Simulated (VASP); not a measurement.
# Si6O11 (a cell with a defect) in VASP: a series of runs

Si6O11 (a cell with a defect) is run at these levels: PBE+D3(BJ); tasks: single point.

Program: VASP 6.6.1. These are calculated values, not measurements. Logs are shortened: lines on timing, memory, paths and dates and some standing lists are left out, and cuts for length are marked.

**1. The cell of the first run**

The cell holds a defect, 17 atoms: a = 4.915 Å, b = 5.421 Å, c = 8.513 Å, α = 90.00°, β = 90.00°, γ = 90.00°.

**2. Single point, PBE+D3(BJ) (atom 14 moved 1.000 of the way to it and +0.125 Å across, host rigid)**

The input, INCAR:

```
SYSTEM = Si6O11
  PREC = Accurate
  ENCUT = 520
  EDIFF = 1E-6
  ISMEAR = 0
  SIGMA = 0.05
  LREAL = Auto
  LASPH = .True.
  NELM = 80
  ALGO = Normal
  ISIF = 2
  LWAVE = .False.
  LCHARG = .False.
  GGA = PE
  IVDW = 12
  NELECT = 88.0
  NBANDS = 59
```

The input, KPOINTS:

```
Automatic mesh
0
Gamma
  4 4 2
  0 0 0
```

The input, POSCAR:

```
Si6O11
1.0
   -2.4573906087      4.2563253884      0.0000000000
    0.0000000000      0.0000000000      5.4210324304
    7.3721718262      4.2563253883      0.0000000000
Si O
6 11
Direct
    0.7669799462      0.6666666667      0.2330200538
    0.2669799462      0.6666666667      0.7330200538
    0.9660401075      0.3333333333      0.5000000000
    0.4660401075      0.3333333333      0.0000000000
    0.2669799462      0.0000000000      0.2669799462
    0.7669799462      0.0000000000      0.7669799462
    0.2730030153      0.2203350802      0.1370425925
    0.7730030153      0.2203350802      0.6370425925
    0.0690623811      0.8870017469      0.7949771961
    0.6579346037      0.5536684135      0.0679802114
    0.1579346037      0.5536684135      0.5679802114
    0.0690623811      0.7796649198      0.2050228039
    0.5690623811      0.7796649198      0.7050228039
    0.5725450641     -0.1258020165      0.3070227260
    0.6579346037      0.1129982531      0.9320197886
    0.7730030153      0.4463315865      0.3629574075
    0.2730030153      0.4463315865      0.8629574075
```

Potentials or basis: VASP PAW PBE potentials, release 64 (Si, O).

Launch:

```
$ cat potpaw_PBE.64/Si/POTCAR potpaw_PBE.64/O/POTCAR > POTCAR
$ mpirun -np 1 vasp_std > vasp.out
```

OUTCAR:

```text
SYSTEM = Si6O11
   PREC = Accurate
   ENCUT = 520
   EDIFF = 1E-6
   ISMEAR = 0
   LREAL = Auto
   LASPH = .True.
   NELM = 80
   ISIF = 2
   GGA = PE
   IVDW = 12
   NELECT = 88.0
 IVDW          = 12

 ion  position               nearest neighbor table
   1  0.767  0.667  0.233-  14 1.60  12 1.62  10 1.62  16 1.63   5 3.06   5 3.06   3 3.06   4 3.06

   2  0.267  0.667  0.733-  13 1.62  11 1.62  17 1.63   9 1.63   6 3.06   6 3.06   4 3.06   3 3.06

   3  0.966  0.333  0.500-   8 1.62  16 1.62  11 1.63   6 3.06   1 3.06   5 3.06   2 3.06
   4  0.466  0.333  0.000-   7 1.62  17 1.62  15 1.63  10 1.63   5 3.06   2 3.06   6 3.06   1 3.06

   5  0.267  0.000  0.267-   7 1.63  12 1.63  14 1.68   4 3.06   1 3.06   1 3.06   3 3.06
   6  0.767  0.000  0.767-  15 1.62   9 1.62   8 1.63  13 1.63   3 3.06   2 3.06   2 3.06   4 3.06

   7  0.273  0.220  0.137-   4 1.62   5 1.63
   8  0.773  0.220  0.637-   3 1.62   6 1.63
   9  0.069  0.887  0.795-   6 1.62   2 1.63
  10  0.658  0.554  0.068-   1 1.62   4 1.63
  11  0.158  0.554  0.568-   2 1.62   3 1.63
  12  0.069  0.780  0.205-   1 1.62   5 1.63
  13  0.569  0.780  0.705-   2 1.62   6 1.63
  14  0.573  0.874  0.307-   1 1.60   5 1.68
  15  0.658  0.113  0.932-   6 1.62   4 1.63
  16  0.773  0.446  0.363-   3 1.62   1 1.63
  17  0.273  0.446  0.863-   4 1.62   2 1.63

  LATTYP: Found a simple orthorhombic cell.
 ALAT       =     4.9147812175
 B/A-ratio  =     1.1030058492
 C/A-ratio  =     1.7320508076

  Lattice vectors:

 A1 = (  -2.4573906087,   4.2563253884,   0.0000000000)
 A2 = (   0.0000000000,   0.0000000000,   5.4210324304)
 A3 = (   7.3721718262,   4.2563253883,   0.0000000000)

Analysis of symmetry for initial positions (statically):
=====================================================================
 Subroutine PRICEL returns:
 Original cell was already a primitive cell.

 Routine SETGRP: Setting up the symmetry group for a
 simple orthorhombic supercell.

 Subroutine GETGRP returns: Found  1 space group operations
 (whereof  1 operations were pure point group operations)
 out of a pool of  8 trial point group operations.

The static configuration has the point symmetry C_1 .

Analysis of symmetry for dynamics (positions and initial velocities):
=====================================================================
 Subroutine PRICEL returns:
 Original cell was already a primitive cell.
[... 136 lines left out ...]
   NSW    =      0    number of steps for IOM
   IBRION =     -1    ionic relax: 0-MD 1-quasi-New 2-CG
   NFREE  =      0    steps in history (QN), initial steepest desc. (CG)
   ISIF   =      2    stress and relaxation
   ISYM   =      2    0-nonsym 1-usesym 2-fastsym
   POTIM  = 0.5000    time-step for ionic-motion
   TEBEG  =    0.0;   TEEND  =   0.0 temperature during run
   PSTRESS=    0.0 pullay stress
   NELECT =      88.0000    total number of electrons
   NUPDOWN=      -1.0000    fix difference up-down
   EMIN   =  10.00;   EMAX   =-10.00  energy-range for DOS
   EFERMI =   0.00;   METHOD = LEGACY
   ISMEAR =     0;   SIGMA  =   0.05  broadening in eV -4-tet -1-fermi 0-gaus
   EFERMI_NEDOS =   21; number of points for ismear=-14 and -15
   IALGO  =     38    algorithm
   IMIX   =      4    mixing-type and parameters
     AMIX     =   0.40;   BMIX     =  1.00
     AMIX_MAG =   1.60;   BMIX_MAG =  1.00
  volume/ion in A,a.u.               =      13.34        90.03
  Fermi-wavevector in a.u.,A,eV,Ry     =   1.194040  2.256408 19.398241  1.425730
  Thomas-Fermi vector in A             =   2.330039
   LORBIT       =      0    0 simple, 1 ext, 2 COOP (PROOUT), +10 PAW based schemes
   GGA     = PE    functional components
   LHFCALC =     F    Hartree Fock is set to
   AEXX    =    0.0000 exact exchange contribution
   IVDW    =    12    specifies the selected vdW correction
   LEPSILON=     F    determine dielectric tensor
   LRPA    =     F    only Hartree local field effects (RPA)
 non-spin polarized calculation
 Gauss-broadening in eV      SIGMA  =   0.05
  energy-cutoff  :      520.00
  volume of cell :      226.80
 maximum number of plane-waves:      6164
 NGX is ok and might be reduce to    40
   NGX = 19   NGY = 21   NGZ = 31

 number of electron      88.0000026 magnetization

 Free energy of the ion-electron system (eV)
  ---------------------------------------------------
  ext. energy  EPLUGINS =         0.00000000
  ---------------------------------------------------
  free energy    TOTEN  =      -134.39787247 eV

  energy without entropy =     -134.38780432  energy(sigma->0) =     -134.39283839

 E-fermi :   1.0711     XC(G=0):  -8.9023

 val. band max:        1.0536290901   @ k =   0.0000   0.0000   0.0000
 cond. band min:       1.1045374019   @ k =   0.2500   0.0000  -0.0000
 fundamental gap:      0.0509083118
 Fermi energy:         1.0710747004

 k-point     1 :       0.0000    0.0000    0.0000
  band No.  band energies     occupation
      1     -18.5567      2.00000
      2     -18.0845      2.00000
      3     -17.6351      2.00000
      4     -17.2078      2.00000
      5     -17.1840      2.00000
      6     -16.9065      2.00000
[... 1169 lines left out ...]
     55      11.0697      0.00000
     56      11.0860      0.00000
 [bands above 56 left out]

------------------------ aborting loop because EDIFF is reached ----------------------------------------

 Edisp (eV)   -2.41141

 E8    (eV) :    -0.8272

  FORCE on cell =-STRESS in cart. coord.  units (eV):
  Direction    XX          YY          ZZ          XY          YZ          ZX
  --------------------------------------------------------------------------------------
  -------------------------------------------------------------------------------------
  Total     -17.54797   -18.76889   -17.31553    -0.00374     1.05242    -2.81939
  in kB    -123.96140  -132.58611  -122.31938    -0.02639     7.43445   -19.91661
  external pressure =     -126.29 kB  Pullay stress =        0.00 kB

 VOLUME and BASIS-vectors are now :
 -----------------------------------------------------------------------------
  energy-cutoff  :      520.00
  volume of cell :      226.80
      direct lattice vectors                 reciprocal lattice vectors
    -2.457390609  4.256325388  0.000000000    -0.101733928  0.176208333  0.000000000
     0.000000000  0.000000000  5.421032430     0.000000000  0.000000000  0.184466707
     7.372171826  4.256325388  0.000000000     0.101733928  0.058736111  0.000000000

 POSITION                                       TOTAL-FORCE (eV/Angst)
 -----------------------------------------------------------------------------------
     -0.16691      4.25633      3.61402        -1.038706     -1.035532     -0.930756
      4.74788      4.25633      3.61402         1.006536      1.274909      0.197378
      1.31215      6.23994      1.80701         2.074990     -0.844466      2.516910
     -1.14524      1.98362      1.80701        -1.320815      0.076515      0.757519
      1.31215      2.27271      0.00000        -3.346912      0.697311     -1.557350
      3.76954      6.52903      0.00000         0.948564      0.418234     -1.125744
[... 9 lines left out ...]
      0.77621      4.83502      2.41958         0.150774      0.923269     -1.526092
      5.69100      4.83502      2.41958         0.044493     -0.052345     -0.209672
 -----------------------------------------------------------------------------------
    total drift:                                0.004325     -0.004631     -0.002328

  FREE ENERGIE OF THE ION-ELECTRON SYSTEM (eV)
  ---------------------------------------------------
  free  energy   TOTEN  =      -136.8092828598 eV

  energy  without entropy=     -136.7992147085  energy(sigma->0) =     -136.80424878
```

stdout:

```text
POSCAR found type information on POSCAR SiO
 POSCAR found :  2 types and      17 ions
 scaLAPACK will be used
 LDA part: xc-table for (Slater+PW92), standard interpolation
 POSCAR, INCAR and KPOINTS ok, starting setup
 FFT: planning ... GRIDC
 FFT: planning ... GRID_SOFT
 FFT: planning ... GRID
 WAVECAR not read
 entering main loop
 the old and the new charge density differ
 old charge density:    90.00000 new   88.00000
    0.332E+01
```

It took 3.8 min on 1 thread of Intel Xeon 6975P-C (Granite Rapids), shared host; peak memory 0.38 GiB.

What came out:

```yaml
Free_energy: -136.8093 eV
Largest_force: 3.757 eV/Å
Dispersion_energy_per_atom: -0.142 eV
```

Forces in eV/Å, atoms in the order of the input:
```
Si  -1.039 -1.036 -0.931
Si   1.007  1.275  0.197
Si   2.075 -0.844  2.517
Si  -1.321  0.077  0.758
Si  -3.347  0.697 -1.557
Si   0.949  0.418 -1.126
O    2.198  0.297 -0.877
O   -1.620  0.011  0.003
O   -0.383 -0.110  0.022
O    0.344  0.425  0.354
O   -1.238 -0.851 -1.106
O    0.557  0.935  1.025
O   -0.262 -0.176  0.053
O    1.700 -1.968  2.263
O    0.185 -0.020  0.140
O    0.151  0.923 -1.526
O    0.044 -0.052 -0.210
```

Caveat: the k points lie up to 0.37 Å⁻¹ apart; the cell carries a net charge on a neutralising background, which shifts energy and pressure; the cell differs from its parent crystal (atom 14 moved 1.000 of the way to it and +0.125 Å across, host rigid); the cell is charged against a uniform background, so pressure and absolute levels hang on convention.

(Part 1 of 2 ends here.)
